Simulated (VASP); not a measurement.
# AlNi2 (P-3m1) in VASP: a series of runs, part 2 of 2

VASP 6.6.1.

## Step 3: Single point, PBEsol (mode 4 (128.2 1/cm) frozen in, largest displacement -0.200 Å)

Input file INCAR:

```
PREC = Accurate ; ENCUT = 520
EDIFF = 1E-7 ; ISMEAR = 0
SIGMA = 0.15 ; LREAL = F
LASPH = T ; NELM = 100
ALGO = Fast ; ISIF = 2
LWAVE = F ; LCHARG = F
GGA = PS ; NBANDS = 32
```

Input file KPOINTS:

```
Automatic mesh
0
Gamma
  12 12 10
```

Input file POSCAR:

```
AlNi2
1.0
    3.9748989536      0.0000000000      0.0000000000
   -1.9874494768      3.4423634713      0.0000000000
    0.0000000000      0.0000000000      4.9060444288
Al Ni
2 4
Direct
    0.3333333333      0.6666666667      0.2217562563
    0.6666666667      0.3333333333      0.7782437437
    0.3333333333      0.6666666667      0.7283033057
    0.6666666667      0.3333333333      0.2716966943
    0.0000000000      0.0000000000      0.5000000000
    0.0000000000      0.0000000000      0.0000000000
```

Potentials or basis: VASP PAW PBE potentials, release 64 (Al, Ni).

On the command line:

```sh
cat potpaw_PBE.64/Al/POTCAR potpaw_PBE.64/Ni/POTCAR > POTCAR
mpirun -np 1 vasp_std > vasp.out
```

OUTCAR:

```text
PREC = Accurate
   ENCUT = 520
   EDIFF = 1E-7
   ISMEAR = 0
   LREAL = F
   LASPH = T
   NELM = 100
   ISIF = 2
   GGA = PS

 ion  position               nearest neighbor table
   1  0.333  0.667  0.222-   4 2.31   4 2.31   4 2.31   3 2.42   3 2.49   6 2.54   6 2.54   6 2.54
                             5 2.67   5 2.67   5 2.67   2 3.16   2 3.16   2 3.16
   2  0.667  0.333  0.778-   3 2.31   3 2.31   3 2.31   4 2.42   4 2.49   6 2.54   6 2.54   6 2.54
                             5 2.67   5 2.67   5 2.67   1 3.16   1 3.16   1 3.16
   3  0.333  0.667  0.728-   2 2.31   2 2.31   2 2.31   1 2.42   1 2.49   5 2.55   5 2.55   5 2.55
                             6 2.65   6 2.65   6 2.65
   4  0.667  0.333  0.272-   1 2.31   1 2.31   1 2.31   2 2.42   2 2.49   5 2.55   5 2.55   5 2.55
[... 1056 lines left out ...]
  in kB       12.7608239     12.7608239     13.0412802      0.0000000      0.0000000     -0.0000000
  external PRESSURE =      12.8543093 kB  Pullay stress =       0.0000000 kB

 VOLUME and BASIS-vectors are now :
 -----------------------------------------------------------------------------
  energy-cutoff  :      520.00
  volume of cell :       67.13
      direct lattice vectors                 reciprocal lattice vectors
     3.974898954  0.000000000  0.000000000     0.251578722  0.145249043  0.000000000
    -1.987449477  3.442363471  0.000000000     0.000000000  0.290498086  0.000000000
     0.000000000  0.000000000  4.906044429     0.000000000  0.000000000  0.203830197

 POSITION                                       TOTAL-FORCE (eV/Angst)
 -----------------------------------------------------------------------------------
     -0.00000      2.29491      1.08795        -0.000000      0.000000      0.110000
      1.98745      1.14745      3.81810         0.000000     -0.000000     -0.110000
     -0.00000      2.29491      3.57309         0.000000      0.000000     -0.444825
      1.98745      1.14745      1.33296        -0.000000      0.000000      0.444825
      0.00000      0.00000      2.45302        -0.000000      0.000000      0.000000
      0.00000      0.00000      0.00000        -0.000000      0.000000      0.000000
 -----------------------------------------------------------------------------------
    total drift:                               -0.000000      0.000000     -0.000000

  FREE ENERGIE OF THE ION-ELECTRON SYSTEM (eV)
  ---------------------------------------------------
  free  energy   TOTEN  =       -35.7223306994 eV

  energy  without entropy=      -35.6924991526  energy(sigma->0) =      -35.70741493
```

OSZICAR:

```text
N       E                     dE             d eps       ncg     rms          rms(c)
DAV:   1     0.289461285990E+03    0.28946E+03   -0.19810E+04 10384   0.181E+03
DAV:   2    -0.228768387681E+02   -0.31234E+03   -0.29607E+03 10392   0.351E+02
DAV:   3    -0.416609908509E+02   -0.18784E+02   -0.17820E+02 11952   0.114E+02
[... 12 lines left out ...]
RMM:  16    -0.357223147811E+02    0.33706E-04   -0.32629E-04 11971   0.155E-01    0.130E-02
RMM:  17    -0.357223300808E+02   -0.15300E-04   -0.15671E-04 15207   0.663E-02    0.109E-02
RMM:  18    -0.357223305528E+02   -0.47194E-06   -0.13543E-05 14288   0.204E-02    0.491E-03
RMM:  19    -0.357223306253E+02   -0.72512E-07   -0.28509E-06 13318   0.845E-03    0.389E-03
RMM:  20    -0.357223306994E+02   -0.74112E-07   -0.19960E-07  7116   0.323E-03
   1 F= -.35722331E+02 E0= -.35707415E+02  d E =-.298315E-01
```

Wall time 6.1 min (1 thread of Intel Xeon Platinum 8488C (Sapphire Rapids), shared host); peak memory 0.38 GiB.

What came out:

```
Free energy            : -35.7223 eV
Pressure               : 1.3 GPa
Largest force          : 0.445 eV/Å
Band gap on the k mesh : zero (band 23 reaches 14.14 eV, above the bottom of band 24 at 9.35 eV)
```

Forces in eV/Å, atoms in the order of the input:
```
Al   0.000  0.000  0.110
Al   0.000  0.000 -0.110
Ni   0.000  0.000 -0.445
Ni   0.000  0.000  0.445
Ni   0.000  0.000  0.000
Ni   0.000  0.000  0.000
```

Caveat: the cell differs from its parent crystal (mode 4 (128.2 1/cm) frozen in, largest displacement -0.200 Å); the PAW data sets were made with another functional, which shifts forces and pressure a little. Spin polarisation is off, so any magnetic state and its effect on volume and gap are missing.

## Step 4: Single point, PBEsol (mode 4 (128.2 1/cm) frozen in, largest displacement +0.150 Å)

Input file INCAR:

```
PREC = Accurate
ENCUT = 520
EDIFF = 1E-7
ISMEAR = 0
SIGMA = 0.15
LREAL = F
LASPH = T
NELM = 100
ALGO = Fast
ISIF = 2
LWAVE = F
LCHARG = T
GGA = PS
LELF = T
LVHAR = T
NBANDS = 32
```

KPOINTS is that of step 3.

Input file POSCAR:

```
AlNi2
1.0
    3.9748989536      0.0000000000      0.0000000000
   -1.9874494768      3.4423634713      0.0000000000
    0.0000000000      0.0000000000      4.9060444288
Al Ni
2 4
Direct
    0.3333333333      0.6666666667      0.1706958177
    0.6666666667      0.3333333333      0.8293041823
    0.3333333333      0.6666666667      0.6569627369
    0.6666666667      0.3333333333      0.3430372631
    0.0000000000      0.0000000000      0.5000000000
    0.0000000000      0.0000000000      0.0000000000
```

On the command line:

```sh
cat potpaw_PBE.64/Al/POTCAR potpaw_PBE.64/Ni/POTCAR > POTCAR
mpirun -np 1 vasp_std > vasp.out
```

It took 5.8 min on 1 thread of Intel Xeon Platinum 8488C (Sapphire Rapids), shared host; peak memory 0.37 GiB.

Results (log left out):

| Property | Result |
| --- | --- |
| Free energy | -35.7133 eV |
| Pressure | 0.5 GPa |
| Largest force | 0.659 eV/Å |
| Band gap on the k mesh | zero (band 23 reaches 13.67 eV, above the bottom of band 24 at 9.68 eV) |

Forces on the atoms (eV/Å):
```
Al   0.000  0.000  0.337
Al   0.000  0.000 -0.337
Ni   0.000  0.000  0.659
Ni   0.000  0.000 -0.659
Ni   0.000  0.000  0.000
Ni   0.000  0.000  0.000
```

Stress tensor (GPa, compression positive):
```
 0.77  0.00  0.00
 0.00  0.77  0.00
 0.00  0.00 -0.13
```

Levels at points of the mesh, in eV from the Fermi level:
```tsv
k point	band 19	band 20	band 21	band 22	band 23	band 24	band 25	band 26	band 27	band 28
(0.00, 0.00, 0.00)	-0.71	-0.71	-0.59	-0.59	0.71	2.94	2.94	3.73	3.73	4.77
(0.50, 0.00, 0.00)	-0.92	-0.79	-0.68	-0.64	-0.49	-0.31	1.32	1.50	3.29	3.76
(0.00, 0.00, 0.50)	-0.75	-0.75	-0.68	-0.68	3.67	3.68	3.68	4.23	4.23	5.15
(0.50, 0.00, 0.50)	-1.07	-0.95	-0.65	-0.55	-0.28	-0.26	1.55	1.61	3.05	4.95
```

Caveat: the cell differs from its parent crystal (mode 4 (128.2 1/cm) frozen in, largest displacement +0.150 Å); the PAW data sets were made with another functional, which shifts forces and pressure a little.
